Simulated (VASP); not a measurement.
Input of a VASP 6.6.1 run:

INCAR

```
ALGO = Normal
EDIFF = 1E-6
ENCUT = 500
GGA = PE
GGA_COMPAT = F
ISIF = 2
ISMEAR = 0
LASPH = T
LCHARG = F
LREAL = F
LWAVE = F
NBANDS = 42
NELM = 120
PREC = Accurate
SIGMA = 0.2
```

File KPOINTS:

```
k-points
0
Gamma
  3 3 3
```

Contents of POSCAR:

```
B3As4
1.0
   -3.8004180818      3.8004180818      3.8004180818
    3.8004180818     -3.8004180818      3.8004180818
    3.8004180818      3.8004180818     -3.8004180818
B As
6 8
Direct
    0.1250000000      0.8750000000      0.2500000000
    0.2500000000      0.1250000000      0.8750000000
    0.8750000000      0.2500000000      0.1250000000
    0.7500000000      0.3750000000      0.6250000000
    0.6250000000      0.7500000000      0.3750000000
    0.3750000000      0.6250000000      0.7500000000
    0.5000000000      0.0000000000      0.4410363550
    0.0589636450      0.0589636450      0.0589636450
    0.0000000000      0.4410363550      0.5000000000
    0.5000000000      0.0000000000      0.9410363550
    0.5589636450      0.5589636450      0.5589636450
    0.0000000000      0.9410363550      0.5000000000
    0.9410363550      0.5000000000      0.0000000000
    0.4410363550      0.5000000000      0.0000000000
```

Potentials or basis: VASP PAW PBE potentials, release 64 (B, As).

Run with:

```bash
$ cat potpaw_PBE.64/B/POTCAR potpaw_PBE.64/As/POTCAR > POTCAR
$ mpirun -np 1 vasp_std > vasp.out
```

Question: What does it give for the band gap on the k mesh?

Answer: Zero (bands 29 and 30 overlap by 1.41 eV).

Question: What does it give for the pressure?

Answer: -0.2 GPa.

Caveat: the k points lie up to 0.39 Å⁻¹ apart, too coarse for converged energies and pressures of a metal.
